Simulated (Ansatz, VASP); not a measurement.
## Two plane-wave programs on Al2Cl2F

```xyz
5
Lattice="5.1270 0.0000 0.0000 0.0000 5.1270 0.0000 0.0000 0.0000 6.2533" Properties=species:S:1:pos:R:3 pbc="T T T"
Al    2.5635    2.5635    4.3673
Al    2.5635    2.5635    1.8860
Cl    0.0000    2.5635    3.1267
Cl    2.5635    0.0000    3.1267
F     2.5635    2.5635    0.0000
```

Alike in both runs: task relaxation of cell and atoms; functional PBE; k mesh 8 × 8 × 6; occupations gaussian, width 0.1 eV; no spin polarisation.

```csv
,VASP,Ansatz
version,VASP 6.6.1,Ansatz 0.2.0
potentials or method,"VASP PAW PBE potentials, release 64 (Al, Cl, F), cutoff 600 eV","scalar-relativistic, plane waves, PAW"
valence electrons in the cell,27,27
```

```csv
,VASP,Ansatz,Ansatz less VASP
"gap on the k mesh at the Fermi level, each at its own relaxed structure (eV)",none,none,-
relaxed volume (Å³/atom),32.84,32.96,+0.114
relaxed cell length with the largest relative difference (Å),5.128,5.137,+0.0086
```

A gap of «none» marks a metal or a gap that the smearing closes.
